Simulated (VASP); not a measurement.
Set up this calculation in VASP 6.6.1, as the native input.

| Item | Value |
| --- | --- |
| Task | single point |
| Functional | PBE |
| Dispersion | D3(BJ) |
| Potentials or basis | VASP PAW PBE potentials, release 64 (W_sv, S) |
| Cutoff | 520 eV |
| k mesh | 12 × 12 × 2 |
| Occupations | gaussian, width 0.02 eV |
| Spin | no spin polarisation |
| Dipole correction | no |
| Further INCAR settings | ALGO = Normal; EDIFF = 1e-06; NBANDS = 35 |

The structure of WS2 lies in POSCAR:

```
WS2
1.0
    3.1542555394      0.0000000029      0.0000000000
   -1.5771277722      2.7316654257      0.0000000000
    0.0000000000      0.0000000000     12.1417537859
W S
2 4
Direct
    0.3333333333      0.6666666667      0.2500000000
    0.6666666667      0.3333333333      0.7500000000
    0.3333333333      0.6666666667      0.6203060502
    0.6666666667      0.3333333333      0.1203060502
    0.3333333333      0.6666666667      0.8796939498
    0.6666666667      0.3333333333      0.3796939498
```

The input as run:

INCAR

```
SYSTEM = WS2
ALGO = Normal ; EDIFF = 1E-6
ENCUT = 520 ; GGA = PE
ISIF = 2 ; ISMEAR = 0
IVDW = 12 ; LASPH = .TRUE.
LCHARG = .FALSE. ; LREAL = .FALSE.
LWAVE = .FALSE. ; NBANDS = 35
NELM = 80 ; PREC = Accurate
SIGMA = 0.02
```

KPOINTS

```
k-points
0
G
  12 12 2
  0 0 0
```

Potentials or basis: VASP PAW PBE potentials, release 64 (W_sv, S).

The run is started by

```bash
$ cat potpaw_PBE.64/W_sv/POTCAR potpaw_PBE.64/S/POTCAR > POTCAR
$ mpirun -np 1 vasp_std > vasp.out
```

Results of the run:

```
Pressure                   : -0.1 GPa
Band gap on the k mesh     : 0.91 eV (least direct gap 1.83 eV)
Dispersion energy per atom : -0.435 eV
```

Caveat: spin-orbit coupling is left out, which moves the levels of the heavy elements.

Run time: 94 s on 1 thread of Intel(R) Xeon(R) 6975P-C (Granite Rapids), on a shared host, peak memory 0.29 GiB.
